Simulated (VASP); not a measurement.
# Pt (P6_3/mmc) in VASP: a series of runs

Pt is run at these levels: PBEsol; tasks: relaxation of cell and atoms, single point.

Everything below comes from runs of VASP 6.6.1. Logs are shortened: lines on timing, memory, paths and dates and some standing lists are left out, and cuts for length are marked.

## Step 1: The cell of the first run

It takes space group P6_3/mmc (No. 194, hexagonal). The conventional cell has a = 3.995 Å, b = 3.995 Å, c = 6.644 Å, α = 90.00°, β = 90.00°, γ = 120.00°. Within 3.2 Å of Pt (site symmetry 3m) lie 4 Pt at 2.45 to 2.47 Å.

This isn't the form of Pt at room conditions, which is fcc.

## Step 2: Relaxation of cell and atoms, PBEsol

Input file INCAR:

```
PREC = Accurate
ENCUT = 600
EDIFF = 1E-6
ISMEAR = 0
SIGMA = 0.1
LREAL = False
LASPH = True
NELM = 100
ALGO = Fast
ISIF = 3
LWAVE = False
LCHARG = False
GGA = PS
IBRION = 2
NSW = 100
EDIFFG = -0.01
```

Input file KPOINTS:

```
regular mesh
0
Gamma
  15 15 8
```

Input file POSCAR:

```
Pt
1.0
    3.9952375091      0.0000000000      0.0000000000
   -1.9976187546      3.4599771770      0.0000000000
    0.0000000000      0.0000000000      6.6441421975
Pt
4
Direct
    0.3333333333      0.6666666667      0.4341032838
    0.6666666667      0.3333333333      0.9341032838
    0.6666666667      0.3333333333      0.5658967162
    0.3333333333      0.6666666667      0.0658967162
```

Potentials or basis: VASP PAW PBE potentials, release 64 (Pt).

On the command line:

```bash
> cat potpaw_PBE.64/Pt/POTCAR > POTCAR
> mpirun -np 1 vasp_std > vasp.out
```

OUTCAR:

```text
PREC = Accurate
   ENCUT = 600
   EDIFF = 1E-6
   ISMEAR = 0
   LREAL = False
   LASPH = True
   NELM = 100
   ISIF = 3
   GGA = PS
   IBRION = 2
   NSW = 100
   EDIFFG = -0.01

 ion  position               nearest neighbor table
   1  0.333  0.667  0.434-   4 2.45   3 2.47   3 2.47   3 2.47
   2  0.667  0.333  0.934-   3 2.45   4 2.47   4 2.47   4 2.47
   3  0.667  0.333  0.566-   2 2.45   1 2.47   1 2.47   1 2.47
   4  0.333  0.667  0.066-   1 2.45   2 2.47   2 2.47   2 2.47

  LATTYP: Found a hexagonal cell.
 ALAT       =     3.9952375091
 C/A-ratio  =     1.6630155735

  Lattice vectors:

 A1 = (   3.9952375091,   0.0000000000,   0.0000000000)
 A2 = (  -1.9976187546,   3.4599771770,   0.0000000000)
 A3 = (   0.0000000000,   0.0000000000,   6.6441421975)

Analysis of symmetry for initial positions (statically):
=====================================================================
 Subroutine PRICEL returns:
 Original cell was already a primitive cell.

 Routine SETGRP: Setting up the symmetry group for a
 hexagonal supercell.

 Subroutine GETGRP returns: Found 24 space group operations
 (whereof 12 operations were pure point group operations)
 out of a pool of 24 trial point group operations.

The static configuration has the point symmetry D_3d.
 The point group associated with its full space group is D_6h.

Analysis of symmetry for dynamics (positions and initial velocities):
=====================================================================
 Subroutine PRICEL returns:
 Original cell was already a primitive cell.

 Routine SETGRP: Setting up the symmetry group for a
 hexagonal supercell.

 Subroutine GETGRP returns: Found 24 space group operations
 (whereof 12 operations were pure point group operations)
 out of a pool of 24 trial point group operations.

The dynamic configuration has the point symmetry D_3d.
 The point group associated with its full space group is D_6h.

 Subroutine INISYM returns: Found 24 space group operations
 (whereof 12 operations are pure point group operations),
 and found     1 'primitive' translations

----------------------------------------------------------------------------------------

                                     Primitive cell

  volume of cell :      91.8448

  direct lattice vectors                    reciprocal lattice vectors
     3.995237509  0.000000000  0.000000000     0.250298010  0.144509624  0.000000000
    -1.997618755  3.459977177  0.000000000     0.000000000  0.289019247  0.000000000
     0.000000000  0.000000000  6.644142197     0.000000000  0.000000000  0.150508519

  length of vectors
     3.995237509  3.995237509  6.644142197     0.289019247  0.289019247  0.150508519

  position of ions in fractional coordinates (direct lattice)
     0.333333333  0.666666667  0.434103284
     0.666666667  0.333333333  0.934103284
     0.666666667  0.333333333  0.565896716
     0.333333333  0.666666667  0.065896716

  ion indices of the primitive-cell ions
   primitive index   ion index
                 1           1
                 2           2
                 3           3
                 4           4

----------------------------------------------------------------------------------------

 KPOINTS: regular mesh

Automatic generation of k-mesh.
 Grid dimensions read from file:
 generate k-points for:   15   15    8

 Generating k-lattice:

  Cartesian coordinates                     Fractional coordinates (reciprocal lattice)
     0.016686534  0.009633975  0.000000000     0.066666667 -0.000000000  0.000000000
     0.000000000  0.019267950  0.000000000     0.000000000  0.066666667  0.000000000
     0.000000000  0.000000000  0.018813565     0.000000000  0.000000000  0.125000000

  Length of vectors
     0.019267950  0.019267950  0.018813565

  Shift w.r.t. Gamma in fractional coordinates (k-lattice)
     0.000000000  0.000000000  0.000000000

 Subroutine IBZKPT returns following result:
 ===========================================

 Found    135 irreducible k-points:

 Following reciprocal coordinates:
            Coordinates               Weight
  0.000000  0.000000  0.000000      1.000000
  0.066667  0.000000  0.000000      6.000000
  0.133333  0.000000  0.000000      6.000000
  0.200000  0.000000  0.000000      6.000000
  0.266667  0.000000  0.000000      6.000000
  0.333333  0.000000  0.000000      6.000000
[... 16 lines left out ...]
  0.333333  0.200000  0.000000     12.000000
  0.400000  0.200000  0.000000      6.000000
 [... further k-points ...]
   k-points           NKPTS =    135   k-points in BZ     NKDIM =    135   number of bands    NBANDS=     24
   number of dos      NEDOS =    301   number of ions     NIONS =      4
   total plane-waves  NPLWV =  55296
   dimension x,y,z NGX =    32 NGY =   32 NGZ =   54
   dimension x,y,z NGXF=    64 NGYF=   64 NGZF=  108
   ions per type =               4
   NGX,Y,Z   is equivalent  to a cutoff of  13.32, 13.32, 13.51 a.u.
   NGXF,Y,Z  is equivalent  to a cutoff of  26.63, 26.63, 27.02 a.u.
 SYSTEM =  unknown system
   PREC   = accura    normal or accurate (medium, high low for compatibility)
   ISTART =      0    job   : 0-new  1-cont  2-samecut
   ICHARG =      2    charge: 1-file 2-atom 10-const
   ISPIN  =      1    spin polarized calculation?
   LNONCOLLINEAR =      F non collinear calculations
   LSORBIT =      F    spin-orbit coupling
   LASPH  =      T    aspherical Exc in radial PAW
   ENCUT  =  600.0 eV  44.10 Ry    6.64 a.u.   7.98  7.98 13.27*2*pi/ulx,y,z
   NELM   =    100;   NELMIN=  2; NELMDL= -5     # of ELM steps
   EDIFF  = 0.1E-05   stopping-criterion for ELM
   LREAL  =      F    real-space projection
   EDIFFG = -.1E-01   stopping-criterion for IOM
   NSW    =    100    number of steps for IOM
   IBRION =      2    ionic relax: 0-MD 1-quasi-New 2-CG
   NFREE  =      1    steps in history (QN), initial steepest desc. (CG)
   ISIF   =      3    stress and relaxation
   ISYM   =      2    0-nonsym 1-usesym 2-fastsym
   POTIM  = 0.5000    time-step for ionic-motion
   TEBEG  =    0.0;   TEEND  =   0.0 temperature during run
   PSTRESS=    0.0 pullay stress
   NELECT =      40.0000    total number of electrons
   NUPDOWN=      -1.0000    fix difference up-down
   EMIN   =  10.00;   EMAX   =-10.00  energy-range for DOS
   EFERMI =   0.00;   METHOD = LEGACY
   ISMEAR =     0;   SIGMA  =   0.10  broadening in eV -4-tet -1-fermi 0-gaus
   EFERMI_NEDOS =   21; number of points for ismear=-14 and -15
   IALGO  =     68    algorithm
   IMIX   =      4    mixing-type and parameters
     AMIX     =   0.40;   BMIX     =  1.00
     AMIX_MAG =   1.60;   BMIX_MAG =  1.00
  volume/ion in A,a.u.               =      22.96       154.95
  Fermi-wavevector in a.u.,A,eV,Ry     =   1.240918  2.344996 20.951320  1.539879
  Thomas-Fermi vector in A             =   2.375339
   LORBIT       =      0    0 simple, 1 ext, 2 COOP (PROOUT), +10 PAW based schemes
   GGA     = PS    functional components
   LHFCALC =     F    Hartree Fock is set to
   AEXX    =    0.0000 exact exchange contribution
   IVDW    =     0    specifies the selected vdW correction
   LEPSILON=     F    determine dielectric tensor
   LRPA    =     F    only Hartree local field effects (RPA)
 conjugate gradient relaxation of ions
 non-spin polarized calculation
 RMM-DIIS sequential band-by-band and
 Gauss-broadening in eV      SIGMA  =   0.10
  energy-cutoff  :      600.00
  volume of cell :       91.84
 maximum number of plane-waves:      3096
 NGX is ok and might be reduce to    32
   NGX = 15   NGY = 15   NGZ = 27

--------------------------------------- Ionic step        1  -------------------------------------------

 number of electron      39.9999998 magnetization

 Free energy of the ion-electron system (eV)
  ---------------------------------------------------
  ext. energy  EPLUGINS =         0.00000000
  ---------------------------------------------------
  free energy    TOTEN  =       -22.92368028 eV

  energy without entropy =      -22.88920149  energy(sigma->0) =      -22.90644089

------------------------ aborting loop because EDIFF is reached ----------------------------------------

  FORCE on cell =-STRESS in cart. coord.  units (eV):
  Direction    XX          YY          ZZ          XY          YZ          ZX
  --------------------------------------------------------------------------------------
  -------------------------------------------------------------------------------------
  Total       -0.1616780     -0.1616780     -0.3137843      0.0000000     -0.0000000      0.0000000
  in kB       -2.8203742     -2.8203742     -5.4737757      0.0000000     -0.0000000      0.0000000
  external PRESSURE =      -3.7048413 kB  Pullay stress =       0.0000000 kB

 VOLUME and BASIS-vectors are now :
 -----------------------------------------------------------------------------
  energy-cutoff  :      600.00
  volume of cell :       91.84
      direct lattice vectors                 reciprocal lattice vectors
     3.995237509  0.000000000  0.000000000     0.250298010  0.144509624  0.000000000
    -1.997618755  3.459977177  0.000000000     0.000000000  0.289019247  0.000000000
     0.000000000  0.000000000  6.644142197     0.000000000  0.000000000  0.150508519
[... 39 lines left out ...]
 POSITION                                       TOTAL-FORCE (eV/Angst)
 -----------------------------------------------------------------------------------
     -0.00000      2.30215      2.87143        -0.000000     -0.000000      0.057506
      1.99372      1.15108      6.18093         0.000000     -0.000000      0.057506
      1.99372      1.15108      3.74757         0.000000      0.000000     -0.057506
     -0.00000      2.30215      0.43807        -0.000000      0.000000     -0.057506
 -----------------------------------------------------------------------------------
    total drift:                               -0.000000      0.000000     -0.000000

  FREE ENERGIE OF THE ION-ELECTRON SYSTEM (eV)
  ---------------------------------------------------
  free  energy   TOTEN  =       -22.9227140799 eV

  energy  without entropy=      -22.8887317041  energy(sigma->0) =      -22.90572289

--------------------------------------- Ionic step        3  -------------------------------------------

 number of electron      39.9999997 magnetization

 Free energy of the ion-electron system (eV)
  ---------------------------------------------------
  ext. energy  EPLUGINS =         0.00000000
  ---------------------------------------------------
  free energy    TOTEN  =       -22.92403715 eV

  energy without entropy =      -22.88974262  energy(sigma->0) =      -22.90688988

 E-fermi :   5.4770     XC(G=0): -10.8799

 val. band max:        5.4729969296   @ k =   0.2667   0.1333   0.3750
 cond. band min:       5.4789245755   @ k =   0.3333   0.2667   0.3750
 fundamental gap:      0.0059276459
 Fermi energy:         5.4769755875

 k-point     1 :       0.0000    0.0000    0.0000
  band No.  band energies     occupation
      1      -1.9391      2.00000
      2       0.0201      2.00000
      3       0.4047      2.00000
      4       0.4047      2.00000
      5       0.4686      2.00000
      6       0.4686      2.00000
[... 16 lines left out ...]
     23       6.5321      0.00000
     24      13.6397      0.00000
[... 598 lines left out ...]
      2      -0.0307      2.00000
      3       0.1695      2.00000
      4       0.1774      2.00000
      5       0.5731      2.00000
      6       0.6592      2.00000
[... 16 lines left out ...]
     23       7.3035      0.00000
     24       7.6322      0.00000

 [... further k-points ...]

------------------------ aborting loop because EDIFF is reached ----------------------------------------

  FORCE on cell =-STRESS in cart. coord.  units (eV):
  Direction    XX          YY          ZZ          XY          YZ          ZX
  --------------------------------------------------------------------------------------
  -------------------------------------------------------------------------------------
  Total       -0.0075018     -0.0075018      0.0194630      0.0000000      0.0000000      0.0000000
  in kB       -0.1312049     -0.1312049      0.3404051      0.0000000      0.0000000      0.0000000
  external PRESSURE =       0.0259985 kB  Pullay stress =       0.0000000 kB

 VOLUME and BASIS-vectors are now :
 -----------------------------------------------------------------------------
  energy-cutoff  :      600.00
  volume of cell :       91.61
      direct lattice vectors                 reciprocal lattice vectors
     3.992597893  0.000000000  0.000000000     0.250463489  0.144605163  0.000000000
    -1.996298947  3.457691202 -0.000000000    -0.000000000  0.289210326  0.000000000
     0.000000000 -0.000000000  6.635622634    -0.000000000  0.000000000  0.150701759

 POSITION                                       TOTAL-FORCE (eV/Angst)
 -----------------------------------------------------------------------------------
     -0.00000      2.30513      2.87990        -0.000000      0.000000     -0.009028
      1.99630      1.15256      6.19772         0.000000      0.000000     -0.009028
      1.99630      1.15256      3.75572         0.000000     -0.000000      0.009028
     -0.00000      2.30513      0.43791        -0.000000     -0.000000      0.009028
 -----------------------------------------------------------------------------------
    total drift:                               -0.000000      0.000000     -0.000000

  FREE ENERGIE OF THE ION-ELECTRON SYSTEM (eV)
  ---------------------------------------------------
  free  energy   TOTEN  =       -22.9240371497 eV

  energy  without entropy=      -22.8897426165  energy(sigma->0) =      -22.90688988

 reached required accuracy - stopping structural energy minimisation
```

Wall time 22 min (1 thread of Intel Xeon 8259CL, shared host); peak memory 0.44 GiB.

Results:

```
Free energy                           : -22.9240 eV
Relaxed volume                        : 22.90 Å³/atom
Relaxed cell                          : a = 3.993 Å, b = 3.993 Å, c = 6.636 Å, α = 90.00°, β = 90.00°, γ = 120.00°
Space group after relaxing (to 0.1 Å) : P6_3/mmc (No. 194)
Energy gained by relaxing             : 0.1 meV/atom
Ionic steps                           : 3
Pressure after relaxing               : 0.0 GPa
Largest force after relaxing          : 0.009 eV/Å
Band gap on the k mesh                : zero (bands 20 and 21 overlap by 0.62 eV)
```

Forces on the atoms (eV/Å):
```
Pt   0.000  0.000 -0.009
Pt   0.000  0.000 -0.009
Pt   0.000  0.000  0.009
Pt   0.000  0.000  0.009
```

The path:
| step | energy change (eV) | largest force (eV/Å) | pressure (GPa) | volume (Å³) |
| --- | --- | --- | --- | --- |
| 1 | 0.0000 | 0.0396 | -0.37 | 91.84 |
| 2 | 0.0010 | 0.0575 | 0.70 | 91.14 |
| 3 | -0.0004 | 0.0090 | 0.00 | 91.61 |

Final structure:
```
CELL_PARAMETERS angstrom
3.99260 0.00000 0.00000
-1.99630 3.45769 0.00000
0.00000 0.00000 6.63562
ATOMIC_POSITIONS crystal
Pt 0.33333 0.66667 0.43401
Pt 0.66667 0.33333 0.93401
Pt 0.66667 0.33333 0.56599
Pt 0.33333 0.66667 0.06599
```

Caveat: the PAW data sets were made with another functional, which shifts forces and pressure a little; spin-orbit coupling is left out, which moves the levels of the heavy elements.

## Step 3: Single point, PBEsol

This run uses another cell than the first one, of 15.62 Å³/atom.

Input file INCAR:

```
SYSTEM = Pt
ALGO = Fast
EDIFF = 1E-7
ENCUT = 520
GGA = PS
ISIF = 2
ISMEAR = 0
LASPH = .TRUE.
LCHARG = .FALSE.
LREAL = .FALSE.
LWAVE = .FALSE.
NBANDS = 28
NELM = 100
PREC = Accurate
SIGMA = 0.1
```

Input file KPOINTS:

```
k-points
0
G
  21 21 6
  0 0 0
```

Input file POSCAR:

```
Pt
1.0
    2.7090139202      0.0000000000      0.0000000000
   -1.3545069601      2.3460748741      0.0000000000
    0.0000000000      0.0000000000      9.8281032606
Pt
4
Direct
    0.3333333333      0.6666666667      0.3812865111
    0.6666666667      0.3333333333      0.8812865111
    0.6666666667      0.3333333333      0.6187134889
    0.3333333333      0.6666666667      0.1187134889
```

Potentials or basis: VASP PAW PBE potentials, release 64 (Pt).

On the command line:

```bash
> cat potpaw_PBE.64/Pt/POTCAR > POTCAR
> mpirun -np 1 vasp_std > vasp.out
```

Run time: 10 min. Hardware: 1 thread of Intel Xeon 8259CL, shared host; peak memory 0.36 GiB.

Results (log left out):

```
Free energy            : -27.4709 eV
Pressure               : -0.5 GPa
Largest force          : 0.008 eV/Å
Band gap on the k mesh : zero (bands 20 and 21 overlap by 1.98 eV)
```

Forces on the atoms (eV/Å):
```
Pt   0.000  0.000 -0.008
Pt   0.000  0.000 -0.008
Pt   0.000  0.000  0.008
Pt   0.000  0.000  0.008
```

Levels at points of the mesh, in eV from the Fermi level:
| k point | band 17 | band 18 | band 19 | band 20 | band 21 | band 22 | band 23 | band 24 |
| --- | --- | --- | --- | --- | --- | --- | --- | --- |
| (0.00, 0.00, 0.00) | -1.97 | -1.19 | -1.18 | -1.18 | -0.99 | -0.99 | -0.04 | -0.04 |
| (0.00, 0.00, 0.50) | -1.72 | -1.72 | -1.72 | -1.72 | -0.37 | -0.37 | -0.37 | -0.37 |

Caveat: the PAW data sets were made with another functional, which shifts forces and pressure a little; spin-orbit coupling is left out, which moves the levels of the heavy elements.
